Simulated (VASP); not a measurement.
Be, 2 atoms in the cell. Symmetry: P6_3/mmc, No. 194, hexagonal system. Conventional cell: a = 2.265 Å, b = 2.265 Å, c = 3.561 Å, α = 90.00°, β = 90.00°, γ = 120.00°. Within 2.9 Å of Be (site symmetry -6m2) lie 12 Be at 2.21 to 2.26 Å. 

| Property | Result |
| --- | --- |
| Program | VASP 6.6.1 |
| Task | single point |
| Functional | r2SCAN |
| Potentials or basis | VASP PAW PBE potentials, release 64 (Be) |
| Cutoff | 520 eV |
| k mesh | 16 × 16 × 9 |
| Occupations | fermi-dirac, width 0.01 eV |
| Spin | no spin polarisation |
| Dipole correction | no |
| Further INCAR settings | ALGO = Normal; EDIFF = 1e-06; NBANDS = 9 |

Potentials or basis: VASP PAW PBE potentials, release 64 (Be).

Command:

```bash
$ cat potpaw_PBE.64/Be/POTCAR > POTCAR
$ cp INCAR.step1 INCAR
$ mpirun -np 1 vasp_std > vasp.out
$ cp INCAR.step2 INCAR
$ mpirun -np 1 vasp_std > vasp.out
```

Hardware: 1 thread of Intel(R) Xeon(R) Platinum 8259CL CPU @ 2.50GHz (Skylake/Cascade Lake), with other jobs on the host.

**Question.** Estimate the wall time of this run.

**Answer.** Wall time 53 s on 1 thread of Intel(R) Xeon(R) Platinum 8259CL CPU @ 2.50GHz (Skylake/Cascade Lake), on a shared host, peak memory 0.13 GiB. Counts: k points 150.
